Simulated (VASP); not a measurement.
Here is a VASP 6.6.1 calculation.

Contents of INCAR:

```
PREC = Accurate ; ENCUT = 600
EDIFF = 1E-7 ; ISMEAR = 0
SIGMA = 0.1 ; LREAL = False
LASPH = True ; NELM = 60
ALGO = Normal ; ISIF = 3
LWAVE = False ; LCHARG = False
GGA = PE ; IBRION = 2
NSW = 90 ; EDIFFG = -0.04
```

KPOINTS

```
regular mesh
0
Gamma
  4 4 6
```

File POSCAR:

```
Mg2O
1.0
    5.2122651561      0.0000000000      0.0000000000
    0.0000000000      5.2122651561      0.0000000000
    0.0000000000      0.0000000000      3.1568590149
Mg O
4 2
Direct
    0.2074765518      0.2074765518      0.0000000000
    0.7925234482      0.7925234482      0.0000000000
    0.7074765518      0.2925234482      0.5000000000
    0.2925234482      0.7074765518      0.5000000000
    0.5000000000      0.5000000000      0.0000000000
    0.0000000000      0.0000000000      0.5000000000
```

Potentials or basis: VASP PAW PBE potentials, release 64 (Mg, O).

The run is started by

```bash
$ cat potpaw_PBE.64/Mg/POTCAR potpaw_PBE.64/O/POTCAR > POTCAR
$ mpirun -np 1 vasp_std > vasp.out
```

(1) Predict the space group after relaxing (to 0.1 Å).

(2) What does it give for the relaxed volume?

(3) Estimate the band gap on the k mesh.

## Answers

(1) P4_2/mnm (No. 136).

(2) 14.21 Å³/atom.

(3) zero (bands 10 and 11 overlap by 0.88 eV).
